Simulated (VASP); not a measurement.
Input of a VASP 6.6.1 run:

INCAR

```
PREC = Accurate ; ENCUT = 520
EDIFF = 1E-6 ; ISMEAR = 0
SIGMA = 0.1 ; LREAL = False
LASPH = True ; NELM = 80
ALGO = Normal ; ISIF = 2
LWAVE = False ; LCHARG = True
GGA = PE ; LELF = True
LVHAR = True ; NBANDS = 48
```

Contents of KPOINTS:

```
regular mesh
0
Gamma
  12 12 2
```

Contents of POSCAR:

```
Hf7N
1.0
    3.2027063751      0.0000000000      0.0000000000
   -1.6013531876      2.7736250817      0.0000000000
    0.0000000000      0.0000000000     18.0494590217
Hf N
7 1
Direct
    0.3333333333      0.6666666667      0.0718463445
    0.6666666667      0.3333333333      0.9281536555
    0.6666666667      0.3333333333      0.2163241294
    0.3333333333      0.6666666667      0.3580738581
    0.3333333333      0.6666666667      0.7836758706
    0.6666666667      0.3333333333      0.6419261419
    0.0000000000      0.0000000000      0.5000000000
    0.0000000000      0.0000000000      0.0000000000
```

Potentials or basis: VASP PAW PBE potentials, release 64 (Hf_pv, N).

Run with:

```bash
$ cat potpaw_PBE.64/Hf_pv/POTCAR potpaw_PBE.64/N/POTCAR > POTCAR
$ mpirun -np 1 vasp_std > vasp.out
```

(1) What does it give for the band gap on the k mesh?

(2) Predict the largest force.

(3) Estimate the pressure.

Results:

(1) zero (an odd number of electrons rules out a gap without spin polarisation).

(2) 0.090 eV/Å.

(3) -0.7 GPa.

Caveat: spin-orbit coupling is left out, which moves the levels of the heavy elements.
